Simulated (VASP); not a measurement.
# AlN (F-43m) in VASP: further runs, part 3 of 3

VASP 6.6.1.

### 7 Relaxation of cell and atoms, LDA, target pressure 40 GPa, at which the enthalpy is minimised

This run uses another cell than the first one, of 10.42 Å³/atom, 1.063 times its volume.

INCAR reads:

```
PREC = Accurate
ENCUT = 600
EDIFF = 1E-7
ISMEAR = 0
SIGMA = 0.01
LREAL = False
LASPH = True
NELM = 120
ALGO = Normal
ISIF = 3
LWAVE = False
LCHARG = False
GGA = CA
IBRION = 2
NSW = 80
EDIFFG = -0.001
PSTRESS = 400.0
GGA_COMPAT = False
NELMIN = 4
```

KPOINTS reads:

```
regular mesh
0
Gamma
  7 7 7
```

POSCAR reads:

```
AlN
1.0
    0.0000000000      2.1839940000      2.1839940000
    2.1839940000      0.0000000000      2.1839940000
    2.1839940000      2.1839940000      0.0000000000
Al N
1 1
Direct
    0.0000000000      0.0000000000      0.0000000000
    0.7500000000      0.7500000000      0.7500000000
```

Potentials or basis: VASP PAW LDA potentials, release 64 (Al, N).

Run with:

```sh
$ cat potpaw_LDA.64/Al/POTCAR potpaw_LDA.64/N/POTCAR > POTCAR
$ mpirun -np 1 vasp_std > vasp.out
```

OUTCAR:

```text
PREC = Accurate
   ENCUT = 600
   EDIFF = 1E-7
   ISMEAR = 0
   LREAL = False
   LASPH = True
   NELM = 120
   ISIF = 3
   GGA = CA
   IBRION = 2
   NSW = 80
   EDIFFG = -0.001
   PSTRESS = 400.0
   NELMIN = 4

 ion  position               nearest neighbor table
   1  0.000  0.000  0.000-   2 1.89   2 1.89   2 1.89   2 1.89
   2  0.750  0.750  0.750-   1 1.89   1 1.89   1 1.89   1 1.89

  LATTYP: Found a face centered cubic cell.
 ALAT       =     4.3679880000

  Lattice vectors:

 A1 = (   0.0000000000,   2.1839940000,   2.1839940000)
 A2 = (   2.1839940000,   0.0000000000,   2.1839940000)
 A3 = (   2.1839940000,   2.1839940000,   0.0000000000)

Analysis of symmetry for initial positions (statically):
=====================================================================
 Subroutine PRICEL returns:
 Original cell was already a primitive cell.

 Routine SETGRP: Setting up the symmetry group for a
 face centered cubic supercell.

 Subroutine GETGRP returns: Found 24 space group operations
 (whereof 24 operations were pure point group operations)
 out of a pool of 48 trial point group operations.

The static configuration has the point symmetry T_d .

Analysis of symmetry for dynamics (positions and initial velocities):
=====================================================================
 Subroutine PRICEL returns:
 Original cell was already a primitive cell.

 Routine SETGRP: Setting up the symmetry group for a
 face centered cubic supercell.

 Subroutine GETGRP returns: Found 24 space group operations
 (whereof 24 operations were pure point group operations)
 out of a pool of 48 trial point group operations.

The dynamic configuration has the point symmetry T_d .

 Subroutine INISYM returns: Found 24 space group operations
 (whereof 24 operations are pure point group operations),
 and found     1 'primitive' translations

----------------------------------------------------------------------------------------

                                     Primitive cell

  volume of cell :      20.8346

  direct lattice vectors                    reciprocal lattice vectors
     0.000000000  2.183994000  2.183994000    -0.228938358  0.228938358  0.228938358
     2.183994000  0.000000000  2.183994000     0.228938358 -0.228938358  0.228938358
     2.183994000  2.183994000  0.000000000     0.228938358  0.228938358 -0.228938358

  length of vectors
     3.088633935  3.088633935  3.088633935     0.396532868  0.396532868  0.396532868

  position of ions in fractional coordinates (direct lattice)
     0.000000000  0.000000000  0.000000000
     0.750000000  0.750000000  0.750000000

  ion indices of the primitive-cell ions
   primitive index   ion index
                 1           1
                 2           2

----------------------------------------------------------------------------------------

 KPOINTS: regular mesh

Automatic generation of k-mesh.
 Grid dimensions read from file:
 generate k-points for:    7    7    7

 Generating k-lattice:

  Cartesian coordinates                     Fractional coordinates (reciprocal lattice)
    -0.032705480  0.032705480  0.032705480     0.142857143  0.000000000  0.000000000
     0.032705480 -0.032705480  0.032705480     0.000000000  0.142857143  0.000000000
     0.032705480  0.032705480 -0.032705480     0.000000000  0.000000000  0.142857143

  Length of vectors
     0.056647553  0.056647553  0.056647553

  Shift w.r.t. Gamma in fractional coordinates (k-lattice)
     0.000000000  0.000000000  0.000000000

 Subroutine IBZKPT returns following result:
 ===========================================

 Found     20 irreducible k-points:

 Following reciprocal coordinates:
            Coordinates               Weight
  0.000000  0.000000  0.000000      1.000000
  0.142857  0.000000  0.000000      8.000000
  0.285714  0.000000  0.000000      8.000000
  0.428571  0.000000  0.000000      8.000000
  0.142857  0.142857  0.000000      6.000000
  0.285714  0.142857  0.000000     24.000000
[... 12 lines left out ...]
 -0.428571  0.428571  0.142857     24.000000
 -0.285714  0.428571  0.142857     24.000000
   k-points           NKPTS =     20   k-points in BZ     NKDIM =     20   number of bands    NBANDS=      8
   number of dos      NEDOS =    301   number of ions     NIONS =      2
   total plane-waves  NPLWV =  21952
   dimension x,y,z NGX =    28 NGY =   28 NGZ =   28
   dimension x,y,z NGXF=    56 NGYF=   56 NGZF=   56
   ions per type =               1   1
   NGX,Y,Z   is equivalent  to a cutoff of  15.07, 15.07, 15.07 a.u.
   NGXF,Y,Z  is equivalent  to a cutoff of  30.14, 30.14, 30.14 a.u.
 SYSTEM =  unknown system
   PREC   = accura    normal or accurate (medium, high low for compatibility)
   ISTART =      0    job   : 0-new  1-cont  2-samecut
   ICHARG =      2    charge: 1-file 2-atom 10-const
   ISPIN  =      1    spin polarized calculation?
   LNONCOLLINEAR =      F non collinear calculations
   LSORBIT =      F    spin-orbit coupling
   LASPH  =      T    aspherical Exc in radial PAW
   ENCUT  =  600.0 eV  44.10 Ry    6.64 a.u.   6.17  6.17  6.17*2*pi/ulx,y,z
   NELM   =    120;   NELMIN=  4; NELMDL= -5     # of ELM steps
   EDIFF  = 0.1E-06   stopping-criterion for ELM
   LREAL  =      F    real-space projection
   EDIFFG = -.1E-02   stopping-criterion for IOM
   NSW    =     80    number of steps for IOM
   IBRION =      2    ionic relax: 0-MD 1-quasi-New 2-CG
   NFREE  =      1    steps in history (QN), initial steepest desc. (CG)
   ISIF   =      3    stress and relaxation
   ISYM   =      2    0-nonsym 1-usesym 2-fastsym
   POTIM  = 0.5000    time-step for ionic-motion
   TEBEG  =    0.0;   TEEND  =   0.0 temperature during run
   PSTRESS=  400.0 pullay stress
   NELECT =       8.0000    total number of electrons
   NUPDOWN=      -1.0000    fix difference up-down
   EMIN   =  10.00;   EMAX   =-10.00  energy-range for DOS
   EFERMI =   0.00;   METHOD = LEGACY
   ISMEAR =     0;   SIGMA  =   0.01  broadening in eV -4-tet -1-fermi 0-gaus
   EFERMI_NEDOS =   21; number of points for ismear=-14 and -15
   IALGO  =     38    algorithm
   IMIX   =      4    mixing-type and parameters
     AMIX     =   0.40;   BMIX     =  1.00
     AMIX_MAG =   1.60;   BMIX_MAG =  1.00
  volume/ion in A,a.u.               =      10.42        70.30
  Fermi-wavevector in a.u.,A,eV,Ry     =   1.189899  2.248583 19.263936  1.415859
  Thomas-Fermi vector in A             =   2.325996
   LORBIT       =      0    0 simple, 1 ext, 2 COOP (PROOUT), +10 PAW based schemes
   GGA     = CA    functional components
   LHFCALC =     F    Hartree Fock is set to
   AEXX    =    0.0000 exact exchange contribution
   IVDW    =     0    specifies the selected vdW correction
   LEPSILON=     F    determine dielectric tensor
   LRPA    =     F    only Hartree local field effects (RPA)
 conjugate gradient relaxation of ions
 non-spin polarized calculation
 Gauss-broadening in eV      SIGMA  =   0.01
  energy-cutoff  :      600.00
  volume of cell :       20.83
 maximum number of plane-waves:       725
 NGX is ok and might be reduce to    28
   NGX = 13   NGY = 13   NGZ = 13

--------------------------------------- Ionic step        1  -------------------------------------------

 number of electron       8.0000000 magnetization

 Free energy of the ion-electron system (eV)
  ---------------------------------------------------
  ext. energy  EPLUGINS =         0.00000000
  ---------------------------------------------------
  free energy    TOTEN  =       -16.37297494 eV

  energy without entropy =      -16.37297494  energy(sigma->0) =      -16.37297494

------------------------ aborting loop because EDIFF is reached ----------------------------------------

  FORCE on cell =-STRESS in cart. coord.  units (eV):
  Direction    XX          YY          ZZ          XY          YZ          ZX
  --------------------------------------------------------------------------------------
  -------------------------------------------------------------------------------------
  Total       -0.4045867     -0.4045867     -0.4045867     -0.0000000     -0.0000000     -0.0000000
  in kB      -31.1127134    -31.1127134    -31.1127134     -0.0000000     -0.0000000     -0.0000000
  external PRESSURE =    -431.1127134 kB  Pullay stress =     400.0000000 kB
[... 25 lines left out ...]
--------------------------------------- Ionic step        2  -------------------------------------------

 number of electron       8.0000000 magnetization

 E-fermi :  10.7210     XC(G=0): -13.3069

 val. band max:       10.6627442224   @ k =  -0.1429   0.1429   0.0000
 cond. band min:      14.3714864434   @ k =   0.4286   0.4286   0.0000
 fundamental gap:      3.7087422211
 Fermi energy:        10.7210009210

 k-point     1 :       0.0000    0.0000    0.0000
  band No.  band energies     occupation
      1      -7.0887      2.00000
      2      10.6543      2.00000
      3      10.6543      2.00000
      4      10.6543      2.00000
      5      19.4127      0.00000
      6      27.9411      0.00000
      7      27.9411      0.00000
      8      27.9411      0.00000
[... 396 lines left out ...]
--------------------------------------- Ionic step        7  -------------------------------------------

 number of electron       8.0000000 magnetization

 Free energy of the ion-electron system (eV)
  ---------------------------------------------------
  ext. energy  EPLUGINS =         0.00000000
  ---------------------------------------------------
  free energy    TOTEN  =       -16.07188439 eV

  energy without entropy =      -16.07188439  energy(sigma->0) =      -16.07188439

 E-fermi :   7.3587     XC(G=0): -11.9751

 val. band max:        7.3087990732   @ k =   0.0000   0.0000   0.0000
 cond. band min:      10.9364162696   @ k =   0.4286   0.4286   0.0000
 fundamental gap:      3.6276171964
 Fermi energy:         7.3586867034

 k-point     1 :       0.0000    0.0000    0.0000
  band No.  band energies     occupation
      1      -8.4934      2.00000
      2       7.3088      2.00000
      3       7.3088      2.00000
      4       7.3088      2.00000
      5      13.0353      0.00000
      6      21.2791      0.00000
      7      21.2791      0.00000
      8      21.2791      0.00000
[... 240 lines left out ...]
  energy  without entropy=      -16.0718843883  energy(sigma->0) =      -16.07188439

  enthalpy is  TOTEN    =       -11.6327473421 eV   P V=        4.4391370462

 reached required accuracy - stopping structural energy minimisation
```

OSZICAR:

```text
N       E                     dE             d eps       ncg     rms          rms(c)
DAV:   1     0.998467904331E+01    0.99847E+01   -0.46615E+03   344   0.960E+02
DAV:   2    -0.184717660390E+02   -0.28456E+02   -0.27819E+02   440   0.136E+02
DAV:   3    -0.189004235456E+02   -0.42866E+00   -0.42866E+00   368   0.212E+01
DAV:   4    -0.189013913570E+02   -0.96781E-03   -0.96781E-03   472   0.106E+00
[... 52 lines left out ...]
       N       E                     dE             d eps       ncg     rms          rms(c)
DAV:   1    -0.160718858900E+02    0.11765E-02   -0.41399E-05   336   0.660E-02    0.850E-03
DAV:   2    -0.160718844399E+02    0.14501E-05   -0.75693E-06   320   0.198E-02    0.237E-03
DAV:   3    -0.160718844026E+02    0.37244E-07   -0.11672E-07   208   0.350E-03    0.779E-04
DAV:   4    -0.160718843883E+02    0.14377E-07   -0.70659E-09   160   0.918E-04
   7 F= -.11632747E+02 E0= -.11632747E+02  d E =-.597278E-06
```

It took 36 s on 1 thread of Intel Xeon 8259CL, shared host; peak memory 0.14 GiB.

What came out:

```yaml
Free_energy: -16.0719 eV
Relaxed_volume: 8.89 Å³/atom
Relaxed_cell: a = 2.930 Å, b = 2.930 Å, c = 2.930 Å, α = 60.00°, β = 60.00°, γ = 60.00°
Space_group_after_relaxing_to_0.05_Å: F-43m (No. 216)
Energy_change_on_relaxing_the_enthalpy_is_what_falls: +150.5 meV/atom
Ionic_steps: 7
Pressure_after_relaxing: 40.0 GPa
Band_gap_on_the_k_mesh: 3.63 eV, indirect (least direct gap 5.50 eV)
```

The path:
```
step  energy change (eV)  largest force (eV/Å)  pressure (GPa)  volume (Å³)
   1              0.0000                0.0000           -3.11        20.83
   2              3.1176                0.0000          199.38        13.47
   3              0.2431                0.0000           35.19        18.03
   4              0.2879                0.0000           38.93        17.83
   5              0.3019                0.0000           40.06        17.78
   6              0.2999                0.0000           39.91        17.79
   7              0.3011                0.0000           40.00        17.78
```

Final structure:
```yaml
crystal:
  lattice:
    - [0.00000, 2.07160, 2.07160]
    - [2.07160, 0.00000, 2.07160]
    - [2.07160, 2.07160, 0.00000]
  atoms:
    - { symbol: Al, position: [0.00000, 0.00000, 0.00000] }
    - { symbol: N, position: [0.75000, 0.75000, 0.75000] }
```

Caveat: the cell is relaxed towards a set pressure, so the enthalpy falls and the energy may rise.

### 8 Summary

```csv
task,cell,gap on the mesh (eV),pressure (GPa)
single point,"a = 3.026 Å, angles 60.0°, 2 atoms",3.57,10.7
relaxation of cell and atoms,"relaxed from a = 3.089 Å, angles 60.0°, 2 atoms",3.54,0.0
relaxation of cell and atoms,"relaxed to 10 GPa from a = 3.089 Å, angles 60.0°, 2 atoms",3.57,10.0
relaxation of cell and atoms,"relaxed to 20 GPa from a = 3.089 Å, angles 60.0°, 2 atoms",3.59,20.0
relaxation of cell and atoms,"relaxed to 30 GPa from a = 3.089 Å, angles 60.0°, 2 atoms",3.61,30.0
relaxation of cell and atoms,"relaxed to 40 GPa from a = 3.089 Å, angles 60.0°, 2 atoms",3.63,40.0
```

Alike in all rows: level LDA; potentials or basis VASP PAW LDA potentials, release 64 (Al, N); no spin polarisation; k mesh 7 × 7 × 7; cutoff (eV) 600; smearing gaussian 0.01 eV.

Caveats: the cell is relaxed towards a set pressure, so the enthalpy falls and the energy may rise (some runs).

Absolute energies hang on the potentials; compare differences alone.
